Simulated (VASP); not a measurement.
# Ta (P6_3/mmc) in VASP: notebook, part 3 of 3

VASP 6.6.1.

## Step 4: Single point, RPBE (volume scaled by 1.12)

File INCAR:

```
SYSTEM = Ta
PREC     = Accurate       ! precision mode
ENCUT    = 520            ! plane-wave cutoff, eV
EDIFF    = 1E-7           ! SCF threshold, eV
ISMEAR   = -1             ! smearing method
SIGMA    = 0.1            ! smearing width, eV
LREAL    = .False.        ! projectors in reciprocal space
LASPH    = .True.         ! aspherical terms in the spheres
NELM     = 100            ! most SCF steps
ALGO     = Normal         ! electronic algorithm
ISIF     = 2              ! what is computed and relaxed
LWAVE    = .False.        ! write WAVECAR
LCHARG   = .True.         ! write CHGCAR
GGA      = RP             ! functional
LELF     = .True.         ! ELF
LVHAR    = .True.       
NBANDS   = 18             ! bands
```

File KPOINTS:

```
regular mesh
0
Gamma
  14 14 7
  0 0 0
```

File POSCAR:

```
Ta
1.0
    3.0297846870      0.0000000000      0.0000000000
   -1.5148923435      2.6238705069      0.0000000000
    0.0000000000      0.0000000000      5.3743734768
Ta
2
Direct
    0.3333333333      0.6666666667      0.2500000000
    0.6666666667      0.3333333333      0.7500000000
```

Potentials or basis: VASP PAW PBE potentials, release 64 (Ta_pv).

Run with:

```bash
> cat potpaw_PBE.64/Ta_pv/POTCAR > POTCAR
> mpirun -np 1 vasp_std > vasp.out
```

OUTCAR:

```text
SYSTEM = Ta
   PREC = Accurate
   ENCUT = 520
   EDIFF = 1E-7
   ISMEAR = -1
   LREAL = .False.
   LASPH = .True.
   NELM = 100
   ISIF = 2
   GGA = RP

 ion  position               nearest neighbor table
   1  0.333  0.667  0.250-   2 3.21   2 3.21   2 3.21   2 3.21   2 3.21   2 3.21
   2  0.667  0.333  0.750-   1 3.21   1 3.21   1 3.21   1 3.21   1 3.21   1 3.21

  LATTYP: Found a hexagonal cell.
 ALAT       =     3.0297846870
 C/A-ratio  =     1.7738466697

  Lattice vectors:

 A1 = (   3.0297846870,   0.0000000000,   0.0000000000)
 A2 = (  -1.5148923435,   2.6238705069,   0.0000000000)
 A3 = (   0.0000000000,   0.0000000000,   5.3743734768)

Analysis of symmetry for initial positions (statically):
=====================================================================
 Subroutine PRICEL returns:
 Original cell was already a primitive cell.

 Routine SETGRP: Setting up the symmetry group for a
 hexagonal supercell.

 Subroutine GETGRP returns: Found 24 space group operations
 (whereof 12 operations were pure point group operations)
 out of a pool of 24 trial point group operations.

The static configuration has the point symmetry D_3d.
 The point group associated with its full space group is D_6h.

Analysis of symmetry for dynamics (positions and initial velocities):
=====================================================================
 Subroutine PRICEL returns:
 Original cell was already a primitive cell.

 Routine SETGRP: Setting up the symmetry group for a
 hexagonal supercell.

 Subroutine GETGRP returns: Found 24 space group operations
 (whereof 12 operations were pure point group operations)
 out of a pool of 24 trial point group operations.

[... 107 lines left out ...]
   ISIF   =      2    stress and relaxation
   ISYM   =      2    0-nonsym 1-usesym 2-fastsym
   POTIM  = 0.5000    time-step for ionic-motion
   TEBEG  =    0.0;   TEEND  =   0.0 temperature during run
   PSTRESS=    0.0 pullay stress
   NELECT =      22.0000    total number of electrons
   NUPDOWN=      -1.0000    fix difference up-down
   EMIN   =  10.00;   EMAX   =-10.00  energy-range for DOS
   EFERMI =   0.00;   METHOD = LEGACY
   ISMEAR =    -1;   SIGMA  =   0.10  broadening in eV -4-tet -1-fermi 0-gaus
   EFERMI_NEDOS =   21; number of points for ismear=-14 and -15
   IALGO  =     38    algorithm
   IMIX   =      4    mixing-type and parameters
     AMIX     =   0.40;   BMIX     =  1.00
     AMIX_MAG =   1.60;   BMIX_MAG =  1.00
  volume/ion in A,a.u.               =      21.36       144.16
  Fermi-wavevector in a.u.,A,eV,Ry     =   1.312165  2.479632 23.426192  1.721777
  Thomas-Fermi vector in A             =   2.442576
   LORBIT       =      0    0 simple, 1 ext, 2 COOP (PROOUT), +10 PAW based schemes
   GGA     = RP    functional components
   LHFCALC =     F    Hartree Fock is set to
   AEXX    =    0.0000 exact exchange contribution
   IVDW    =     0    specifies the selected vdW correction
   LEPSILON=     F    determine dielectric tensor
   LRPA    =     F    only Hartree local field effects (RPA)
 non-spin polarized calculation
  energy-cutoff  :      520.00
  volume of cell :       42.72
 maximum number of plane-waves:      1178
 NGX is ok and might be reduce to    24
   NGX = 11   NGY = 11   NGZ = 19

 number of electron      21.9999999 magnetization

 Free energy of the ion-electron system (eV)
  ---------------------------------------------------
  ext. energy  EPLUGINS =         0.00000000
  ---------------------------------------------------
  free energy    TOTEN  =       -21.87696227 eV

  energy without entropy =      -21.77534943  energy(sigma->0) =      -21.82615585

 E-fermi :   4.6666     XC(G=0): -11.6983

 val. band max:        4.6664556776   @ k =   0.2143   0.0000   0.4286
 cond. band min:       4.6680164720   @ k =   0.3571   0.1429   0.1429
 fundamental gap:      0.0015607944
 Fermi energy:         4.6665740536

 k-point     1 :       0.0000    0.0000    0.0000
  band No.  band energies     occupation
      1     -30.0495      2.00000
      2     -29.5355      2.00000
      3     -29.4432      2.00000
      4     -29.4432      2.00000
      5     -29.3889      2.00000
      6     -29.3889      2.00000
[... 481 lines left out ...]
      5     -29.7121      2.00000
      6     -29.6710      2.00000
[... 10 lines left out ...]
     17      10.8509      0.00000
     18      10.9985      0.00000

 [... further k-points ...]
[... 5 lines left out ...]
  --------------------------------------------------------------------------------------
  -------------------------------------------------------------------------------------
  Total       -4.4954108     -4.4954108     -4.1445009      0.0000000     -0.0000000      0.0000000
  in kB     -168.5768597   -168.5768597   -155.4178186      0.0000000     -0.0000000      0.0000000
  external PRESSURE =    -164.1905127 kB  Pullay stress =       0.0000000 kB

 VOLUME and BASIS-vectors are now :
 -----------------------------------------------------------------------------
  energy-cutoff  :      520.00
  volume of cell :       42.72
      direct lattice vectors                 reciprocal lattice vectors
     3.029784687  0.000000000  0.000000000     0.330056457  0.190558184  0.000000000
    -1.514892343  2.623870507  0.000000000     0.000000000  0.381116369  0.000000000
     0.000000000  0.000000000  5.374373477     0.000000000  0.000000000  0.186068200

 POSITION                                       TOTAL-FORCE (eV/Angst)
 -----------------------------------------------------------------------------------
     -0.00000      1.74925      1.34359         0.000000     -0.000000      0.000000
      1.51489      0.87462      4.03078        -0.000000      0.000000      0.000000
 -----------------------------------------------------------------------------------
    total drift:                               -0.000000      0.000000     -0.000000

  FREE ENERGIE OF THE ION-ELECTRON SYSTEM (eV)
  ---------------------------------------------------
  free  energy   TOTEN  =       -21.8769622683 eV

  energy  without entropy=      -21.7753494264  energy(sigma->0) =      -21.82615585
```

stdout:

```text
POSCAR found type information on POSCAR Ta
 POSCAR found :  1 types and       2 ions
 scaLAPACK will be used
 -----------------------------------------------------------------------------
|                                                                             |
|                                                                             |
|     You enforced a specific xc type in the INCAR file but a different       |
|     I HOPE YOU KNOW WHAT YOU ARE DOING!                                     |
|                                                                             |
 -----------------------------------------------------------------------------

 LDA part: xc-table for (Slater+PW92), standard interpolation
 POSCAR, INCAR and KPOINTS ok, starting setup
 FFT: planning ... GRIDC
 FFT: planning ... GRID_SOFT
 FFT: planning ... GRID
 WAVECAR not read
 entering main loop
```

Wall time 30 s (1 thread of AMD EPYC 9R45 (Zen 5), shared host); peak memory 0.17 GiB.

Results:

* Free energy: -21.8770 eV
* Pressure: -16.4 GPa
* Band gap on the k mesh: zero (band 11 reaches 5.46 eV, above the bottom of band 12 at 4.03 eV)

Caveat: the cell differs from its parent crystal (volume scaled by 1.12); the PAW data sets were made with another functional, which shifts forces and pressure a little; spin-orbit coupling is left out, which moves the levels of the heavy elements.

## Step 5: Relaxation of cell and atoms, RPBE

This run uses another cell than the first one, of 18.06 Å³/atom, 0.911 times its volume.

File INCAR:

```
SYSTEM = Ta
  PREC = Accurate
  ENCUT = 600
  EDIFF = 1E-7
  ISMEAR = -1
  SIGMA = 0.1
  LREAL = .False.
  LASPH = .True.
  NELM = 60
  ALGO = Normal
  ISIF = 3
  LWAVE = .False.
  LCHARG = .False.
  GGA = RP
  IBRION = 2
  NSW = 80
  EDIFFG = -0.01
```

File KPOINTS:

```
regular mesh
0
Gamma
  12 12 7
  0 0 0
```

File POSCAR:

```
Ta
1.0
    2.9451288715      0.0000000000      0.0000000000
   -1.4725644358      2.5505564202      0.0000000000
    0.0000000000      0.0000000000      4.8093954472
Ta
2
Direct
    0.3333333333      0.6666666667      0.2500000000
    0.6666666667      0.3333333333      0.7500000000
```

Run with:

```bash
> cat potpaw_PBE.64/Ta_pv/POTCAR > POTCAR
> mpirun -np 1 vasp_std > vasp.out
```

Wall time 1.9 min (1 thread of AMD EPYC 9R45 (Zen 5), shared host); peak memory 0.17 GiB.

The run converged. Its results:

* Free energy: -22.1303 eV
* Relaxed volume: 19.08 Å³/atom
* Relaxed cell: a = 2.918 Å, b = 2.918 Å, c = 5.175 Å, α = 90.00°, β = 90.00°, γ = 120.00°
* Space group after relaxing (to 0.05 Å): P6_3/mmc (No. 194)
* Energy gained by relaxing: 76.1 meV/atom
* Ionic steps: 7
* Pressure after relaxing: 0.0 GPa
* Band gap on the k mesh: zero (band 11 reaches 6.59 eV, above the bottom of band 12 at 4.92 eV)

The path:
```tsv
step	energy change (eV)	largest force (eV/Å)	pressure (GPa)	volume (Å³)
1	0.0000	0.0000	11.03	36.13
2	0.1412	0.0000	-17.20	42.97
3	-0.1024	0.0000	-2.46	38.68
4	-0.1512	0.0000	-1.17	38.40
5	-0.1514	0.0000	-1.05	38.38
6	-0.1500	0.0000	1.83	37.77
7	-0.1522	0.0000	0.00	38.15
```

Final structure:
```yaml
crystal:
  lattice:
    - [2.91781, 0.00000, 0.00000]
    - [-1.45890, 2.52689, 0.00000]
    - [0.00000, 0.00000, 5.17488]
  atoms:
    - { symbol: Ta, position: [0.33333, 0.66667, 0.25000] }
    - { symbol: Ta, position: [0.66667, 0.33333, 0.75000] }
```

Levels at points of the mesh, in eV from the Fermi level:
```csv
k point,band 7,band 8,band 9,band 10,band 11,band 12,band 13,band 14,band 15
"(0.00, 0.00, 0.00)",-8.11,-4.83,-0.49,-0.17,0.61,0.61,1.17,1.17,2.92
"(0.50, 0.00, 0.00)",-3.99,-3.75,-3.24,-0.53,-0.33,0.51,0.86,5.47,6.27
```

Caveat: the PAW data sets were made with another functional, which shifts forces and pressure a little; spin-orbit coupling is left out, which moves the levels of the heavy elements.

## Step 6: Single point, RPBE

This run uses another cell than the first one, of 19.07 Å³/atom, 0.962 times its volume.

File INCAR:

```
SYSTEM = Ta
ALGO     = Normal         ! electronic algorithm
EDIFF    = 1E-6           ! SCF threshold, eV
ENCUT    = 520            ! plane-wave cutoff, eV
GGA      = RP             ! functional
ISIF     = 2              ! what is computed and relaxed
ISMEAR   = -1             ! smearing method
LASPH    = .TRUE.         ! aspherical terms in the spheres
LCHARG   = .FALSE.        ! write CHGCAR
LREAL    = .FALSE.        ! projectors in reciprocal space
LWAVE    = .FALSE.        ! write WAVECAR
NBANDS   = 18             ! bands
NELM     = 80             ! most SCF steps
PREC     = Accurate       ! precision mode
SIGMA    = 0.1            ! smearing width, eV
```

File KPOINTS:

```
k-points
0
G
  20 20 10
  0 0 0
```

File POSCAR:

```
Ta
1.0
    2.9174656991      0.0000000000      0.0000000000
   -1.4587328496      2.5265994101      0.0000000000
    0.0000000000      0.0000000000      5.1751368142
Ta
2
Direct
    0.3333333333      0.6666666667      0.2500000000
    0.6666666667      0.3333333333      0.7500000000
```

Potentials or basis: VASP PAW PBE potentials, release 64 (Ta_pv).

Run with:

```bash
> cat potpaw_PBE.64/Ta_pv/POTCAR > POTCAR
> mpirun -np 1 vasp_std > vasp.out
```

Run time: 73 s. Hardware: 1 thread of AMD EPYC 9R45 (Zen 5), shared host; peak memory 0.24 GiB.

It converged, with:

| Property | Result |
| --- | --- |
| Free energy | -22.1277 eV |
| Pressure | 0.2 GPa |
| Band gap on the k mesh | zero (band 11 reaches 6.94 eV, above the bottom of band 12 at 4.85 eV) |

Stress tensor (GPa, compression positive):
```
 0.33  0.00  0.00
 0.00  0.33  0.00
 0.00  0.00 -0.15
```

Levels at points of the mesh, in eV from the Fermi level:
| k point | band 8 | band 9 | band 10 | band 11 | band 12 | band 13 | band 14 | band 15 |
| --- | --- | --- | --- | --- | --- | --- | --- | --- |
| (0.00, 0.00, 0.00) | -4.83 | -0.48 | -0.16 | 0.62 | 0.62 | 1.18 | 1.18 | 2.93 |
| (0.50, 0.00, 0.00) | -3.74 | -3.23 | -0.52 | -0.32 | 0.52 | 0.87 | 5.47 | 6.28 |
| (0.00, 0.00, 0.50) | -6.30 | -1.12 | -1.12 | 0.67 | 0.67 | 0.67 | 0.67 | 4.35 |
| (0.50, 0.00, 0.50) | -4.23 | -2.21 | -2.21 | 1.40 | 1.40 | 2.58 | 2.58 | 5.44 |

Caveat: the PAW data sets were made with another functional, which shifts forces and pressure a little; spin-orbit coupling is left out, which moves the levels of the heavy elements.

## Step 7: Summary

| task | cell | k mesh | cutoff (eV) | gap on the mesh (eV) | pressure (GPa) |
| --- | --- | --- | --- | --- | --- |
| single point | a = 2.956, b = 2.956, c = 5.243 Å, angles 90.0, 90.0, 120.0°, 2 atoms | 14 × 14 × 7 | 520 | none | -6.5 |
| single point | a = 2.993, b = 2.993, c = 5.310 Å, angles 90.0, 90.0, 120.0°, 2 atoms | 14 × 14 × 7 | 520 | none | -11.9 |
| single point | a = 3.030, b = 3.030, c = 5.374 Å, angles 90.0, 90.0, 120.0°, 2 atoms | 14 × 14 × 7 | 520 | none | -16.4 |
| relaxation of cell and atoms | relaxed from a = 2.945, b = 2.945, c = 4.809 Å, angles 90.0, 90.0, 120.0°, 2 atoms | 12 × 12 × 7 | 600 | none | 0.0 |
| single point | a = 2.917, b = 2.917, c = 5.175 Å, angles 90.0, 90.0, 120.0°, 2 atoms | 20 × 20 × 10 | 520 | none | 0.2 |

Alike in all rows: level RPBE; potentials or basis VASP PAW PBE potentials, release 64 (Ta_pv); no spin polarisation; smearing fermi-dirac 0.1 eV.

Caveats: the PAW data sets were made with another functional, which shifts forces and pressure a little; spin-orbit coupling is left out, which moves the levels of the heavy elements.

Total energies depend on the potentials used, so only differences within one code and one set of settings carry meaning.
